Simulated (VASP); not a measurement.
# Pd (Fm-3m) in VASP: single point with PBEsol

Aim: the single point of Pd with PBEsol.

Everything below comes from runs of VASP 6.6.1. Logs are shortened: lines on timing, memory, paths and dates and some standing lists are left out, and cuts for length are marked.

### Step 1. The cell of the first run

The structure is cubic, space group Fm-3m (No. 225). Conventional cell: a = 3.875 Å, b = 3.875 Å, c = 3.875 Å, α = 90.00°, β = 90.00°, γ = 90.00°. Pd (site symmetry m-3m) has 12 Pd at 2.74 Å within 3.6 Å.

### Step 2. Single point, PBEsol

Contents of INCAR:

```
PREC     = Accurate       # precision mode
ENCUT    = 520            # plane-wave cutoff, eV
EDIFF    = 1E-6           # SCF threshold, eV
ISMEAR   = 0              # smearing method
SIGMA    = 0.05           # smearing width, eV
LREAL    = False          # projectors in reciprocal space
LASPH    = True           # aspherical terms in the spheres
NELM     = 80             # most SCF steps
ALGO     = Normal         # electronic algorithm
ISIF     = 2              # what is computed and relaxed
LWAVE    = False          # write WAVECAR
LCHARG   = True           # write CHGCAR
GGA      = PS             # functional
LELF     = True           # ELF
LVHAR    = True         
NBANDS   = 11             # bands
```

Contents of KPOINTS:

```
Automatic mesh
0
Gamma
  18 18 18
```

Contents of POSCAR:

```
Pd
1.0
    0.0000000000      1.9372842214      1.9372842214
    1.9372842214      0.0000000000      1.9372842214
    1.9372842214      1.9372842214      0.0000000000
Pd
1
Direct
    0.0000000000      0.0000000000      0.0000000000
```

Potentials or basis: VASP PAW PBE potentials, release 64 (Pd).

On the command line:

```console
$ cat potpaw_PBE.64/Pd/POTCAR > POTCAR
$ mpirun -np 1 vasp_std > vasp.out
```

OUTCAR:

```text
PREC = Accurate
   ENCUT = 520
   EDIFF = 1E-6
   ISMEAR = 0
   LREAL = False
   LASPH = True
   NELM = 80
   ISIF = 2
   GGA = PS

 ion  position               nearest neighbor table
   1  0.000  0.000  0.000-

  LATTYP: Found a face centered cubic cell.
 ALAT       =     3.8745684428

  Lattice vectors:

 A1 = (   0.0000000000,   1.9372842214,   1.9372842214)
 A2 = (   1.9372842214,   0.0000000000,   1.9372842214)
 A3 = (   1.9372842214,   1.9372842214,   0.0000000000)

Analysis of symmetry for initial positions (statically):
=====================================================================
 Subroutine PRICEL returns:
 Original cell was already a primitive cell.

 Routine SETGRP: Setting up the symmetry group for a
 face centered cubic supercell.

 Subroutine GETGRP returns: Found 48 space group operations
 (whereof 48 operations were pure point group operations)
 out of a pool of 48 trial point group operations.

The static configuration has the point symmetry O_h .

Analysis of symmetry for dynamics (positions and initial velocities):
=====================================================================
 Subroutine PRICEL returns:
 Original cell was already a primitive cell.

 Routine SETGRP: Setting up the symmetry group for a
 face centered cubic supercell.

 Subroutine GETGRP returns: Found 48 space group operations
 (whereof 48 operations were pure point group operations)
 out of a pool of 48 trial point group operations.

The dynamic configuration has the point symmetry O_h .

 Subroutine INISYM returns: Found 48 space group operations
 (whereof 48 operations are pure point group operations),
 and found     1 'primitive' translations

----------------------------------------------------------------------------------------

                                     Primitive cell

  volume of cell :      14.5415

  direct lattice vectors                    reciprocal lattice vectors
     0.000000000  1.937284221  1.937284221    -0.258093260  0.258093260  0.258093260
     1.937284221  0.000000000  1.937284221     0.258093260 -0.258093260  0.258093260
     1.937284221  1.937284221  0.000000000     0.258093260  0.258093260 -0.258093260

  length of vectors
     2.739733620  2.739733620  2.739733620     0.447030639  0.447030639  0.447030639

  position of ions in fractional coordinates (direct lattice)
     0.000000000  0.000000000  0.000000000

  ion indices of the primitive-cell ions
   primitive index   ion index
                 1           1

----------------------------------------------------------------------------------------

 KPOINTS: Automatic mesh

Automatic generation of k-mesh.
 Grid dimensions read from file:
 generate k-points for:   18   18   18

 Generating k-lattice:

  Cartesian coordinates                     Fractional coordinates (reciprocal lattice)
    -0.014338514  0.014338514  0.014338514     0.055555556  0.000000000  0.000000000
     0.014338514 -0.014338514  0.014338514     0.000000000  0.055555556  0.000000000
     0.014338514  0.014338514 -0.014338514     0.000000000  0.000000000  0.055555556

  Length of vectors
     0.024835036  0.024835036  0.024835036

  Shift w.r.t. Gamma in fractional coordinates (k-lattice)
     0.000000000  0.000000000  0.000000000

 Subroutine IBZKPT returns following result:
 ===========================================

 Found    195 irreducible k-points:

 Following reciprocal coordinates:
            Coordinates               Weight
  0.000000  0.000000  0.000000      1.000000
  0.055556  0.000000  0.000000      8.000000
  0.111111  0.000000  0.000000      8.000000
  0.166667  0.000000  0.000000      8.000000
  0.222222  0.000000  0.000000      8.000000
  0.277778  0.000000  0.000000      8.000000
[... 16 lines left out ...]
 -0.277778  0.055556  0.000000     24.000000
 -0.222222  0.055556  0.000000     24.000000
 [... further k-points ...]
   k-points           NKPTS =    195   k-points in BZ     NKDIM =    195   number of bands    NBANDS=     11
   number of dos      NEDOS =    301   number of ions     NIONS =      1
   total plane-waves  NPLWV =   8000
   dimension x,y,z NGX =    20 NGY =   20 NGZ =   20
   dimension x,y,z NGXF=    40 NGYF=   40 NGZF=   40
   ions per type =               1
   NGX,Y,Z   is equivalent  to a cutoff of  12.14, 12.14, 12.14 a.u.
   NGXF,Y,Z  is equivalent  to a cutoff of  24.27, 24.27, 24.27 a.u.
 SYSTEM =  unknown system
   PREC   = accura    normal or accurate (medium, high low for compatibility)
   ISTART =      0    job   : 0-new  1-cont  2-samecut
   ICHARG =      2    charge: 1-file 2-atom 10-const
   ISPIN  =      1    spin polarized calculation?
   LNONCOLLINEAR =      F non collinear calculations
   LSORBIT =      F    spin-orbit coupling
   LASPH  =      T    aspherical Exc in radial PAW
   ENCUT  =  520.0 eV  38.22 Ry    6.18 a.u.   5.09  5.09  5.09*2*pi/ulx,y,z
   NELM   =     80;   NELMIN=  2; NELMDL= -5     # of ELM steps
   EDIFF  = 0.1E-05   stopping-criterion for ELM
   LREAL  =      F    real-space projection
   EDIFFG = 0.1E-04   stopping-criterion for IOM
   NSW    =      0    number of steps for IOM
   IBRION =     -1    ionic relax: 0-MD 1-quasi-New 2-CG
   NFREE  =      0    steps in history (QN), initial steepest desc. (CG)
   ISIF   =      2    stress and relaxation
   ISYM   =      2    0-nonsym 1-usesym 2-fastsym
   POTIM  = 0.5000    time-step for ionic-motion
   TEBEG  =    0.0;   TEEND  =   0.0 temperature during run
   PSTRESS=    0.0 pullay stress
   NELECT =      10.0000    total number of electrons
   NUPDOWN=      -1.0000    fix difference up-down
   EMIN   =  10.00;   EMAX   =-10.00  energy-range for DOS
   EFERMI =   0.00;   METHOD = LEGACY
   ISMEAR =     0;   SIGMA  =   0.05  broadening in eV -4-tet -1-fermi 0-gaus
   EFERMI_NEDOS =   21; number of points for ismear=-14 and -15
   IALGO  =     38    algorithm
   IMIX   =      4    mixing-type and parameters
     AMIX     =   0.40;   BMIX     =  1.00
     AMIX_MAG =   1.60;   BMIX_MAG =  1.00
  volume/ion in A,a.u.               =      14.54        98.13
  Fermi-wavevector in a.u.,A,eV,Ry     =   1.445012  2.730677 28.409782  2.088060
  Thomas-Fermi vector in A             =   2.563242
   LORBIT       =      0    0 simple, 1 ext, 2 COOP (PROOUT), +10 PAW based schemes
   GGA     = PS    functional components
   LHFCALC =     F    Hartree Fock is set to
   AEXX    =    0.0000 exact exchange contribution
   IVDW    =     0    specifies the selected vdW correction
   LEPSILON=     F    determine dielectric tensor
   LRPA    =     F    only Hartree local field effects (RPA)
 non-spin polarized calculation
 Gauss-broadening in eV      SIGMA  =   0.05
  energy-cutoff  :      520.00
  volume of cell :       14.54
 maximum number of plane-waves:       403
   NGX = 11   NGY = 11   NGZ = 11

 number of electron      10.0000002 magnetization

 Free energy of the ion-electron system (eV)
  ---------------------------------------------------
  ext. energy  EPLUGINS =         0.00000000
  ---------------------------------------------------
  free energy    TOTEN  =        -5.96496878 eV

  energy without entropy =       -5.96165261  energy(sigma->0) =       -5.96331069

 E-fermi :   9.8607     XC(G=0): -13.4690

 val. band max:        9.8509132787   @ k =   0.5000   0.0556   0.0000
 cond. band min:       9.8630385247   @ k =   0.5000   0.4444   0.0000
 fundamental gap:      0.0121252460
 Fermi energy:         9.8607105284

 k-point     1 :       0.0000    0.0000    0.0000
  band No.  band energies     occupation
      1       2.5114      2.00000
      2       6.9419      2.00000
      3       6.9419      2.00000
      4       6.9419      2.00000
      5       8.6139      2.00000
      6       8.6139      2.00000
      7      26.9952      0.00000
      8      31.8479      0.00000
      9      31.8479      0.00000
     10      31.8479      0.00000
     11      35.9080      0.00000

 k-point     2 :       0.0556    0.0000    0.0000
  band No.  band energies     occupation
      1       2.6254      2.00000
      2       6.9001      2.00000
      3       6.9822      2.00000
      4       6.9822      2.00000
      5       8.5940      2.00000
      6       8.5940      2.00000
      7      27.1214      0.00000
      8      31.0859      0.00000
      9      31.9823      0.00000
     10      31.9823      0.00000
     11      35.9535      0.00000

 k-point     3 :       0.1111    0.0000    0.0000
  band No.  band energies     occupation
      1       2.9547      2.00000
      2       6.7953      2.00000
      3       7.0876      2.00000
      4       7.0876      2.00000
      5       8.5522      2.00000
      6       8.5522      2.00000
      7      27.4102      0.00000
      8      29.5421      0.00000
      9      32.3643      0.00000
     10      32.3643      0.00000
     11      35.9830      0.00000

 k-point     4 :       0.1667    0.0000    0.0000
  band No.  band energies     occupation
      1       3.4519      2.00000
      2       6.6957      2.00000
      3       7.2060      2.00000
      4       7.2060      2.00000
      5       8.5449      2.00000
      6       8.5449      2.00000
      7      27.1526      0.00000
      8      28.3341      0.00000
      9      32.9228      0.00000
     10      32.9228      0.00000
     11      36.0592      0.00000
[... 239 lines left out ...]
 k-point    22 :      -0.3333    0.0556    0.0000
  band No.  band energies     occupation
      1       4.5921      2.00000
      2       7.0326      2.00000
      3       7.1183      2.00000
      4       8.0623      2.00000
      5       9.1456      2.00000
      6       9.8774      0.63636
      7      20.7619      0.00000
      8      27.1597      0.00000
      9      31.0584      0.00000
     10      33.1437      0.00000
     11      35.8954      0.00000

 k-point    23 :      -0.2778    0.0556    0.0000
  band No.  band energies     occupation
      1       4.5444      2.00000
      2       7.0860      2.00000
      3       7.2330      2.00000
      4       7.2993      2.00000
      5       8.7795      2.00000
      6       9.3977      2.00000
      7      22.8006      0.00000
      8      27.6800      0.00000
      9      31.7074      0.00000
     10      34.6355      0.00000
     11      35.0546      0.00000

 k-point    24 :      -0.2222    0.0556    0.0000
  band No.  band energies     occupation
      1       4.2508      2.00000
      2       6.6996      2.00000
      3       7.2762      2.00000
      4       7.3130      2.00000
      5       8.4846      2.00000
      6       9.0249      2.00000
      7      24.8434      0.00000
      8      28.0957      0.00000
      9      32.1626      0.00000
     10      34.5014      0.00000
     11      34.9329      0.00000

 [... further k-points ...]
[... 5 lines left out ...]
  --------------------------------------------------------------------------------------
  -------------------------------------------------------------------------------------
  Total       -0.0310941     -0.0310941     -0.0310941      0.0000000      0.0000000      0.0000000
  in kB       -3.4259259     -3.4259259     -3.4259259      0.0000000      0.0000000      0.0000000
  external PRESSURE =      -3.4259259 kB  Pullay stress =       0.0000000 kB

 VOLUME and BASIS-vectors are now :
 -----------------------------------------------------------------------------
  energy-cutoff  :      520.00
  volume of cell :       14.54
      direct lattice vectors                 reciprocal lattice vectors
     0.000000000  1.937284221  1.937284221    -0.258093260  0.258093260  0.258093260
     1.937284221  0.000000000  1.937284221     0.258093260 -0.258093260  0.258093260
     1.937284221  1.937284221  0.000000000     0.258093260  0.258093260 -0.258093260

 POSITION                                       TOTAL-FORCE (eV/Angst)
 -----------------------------------------------------------------------------------
      0.00000      0.00000      0.00000         0.000000      0.000000      0.000000
 -----------------------------------------------------------------------------------
    total drift:                                0.000000     -0.000000      0.000000

  FREE ENERGIE OF THE ION-ELECTRON SYSTEM (eV)
  ---------------------------------------------------
  free  energy   TOTEN  =        -5.9649687827 eV

  energy  without entropy=       -5.9616526057  energy(sigma->0) =       -5.96331069
```

Run time: 12 s. Hardware: 1 thread of Intel Xeon 6975P-C (Granite Rapids), shared host; peak memory 0.14 GiB.

Results:

- Free energy: -5.9650 eV
- Pressure: -0.3 GPa
- Band gap on the k mesh: zero (band 5 reaches 10.17 eV, above the bottom of band 6 at 8.54 eV)

Caveat: the PAW data sets were made with another functional, which shifts forces and pressure a little.
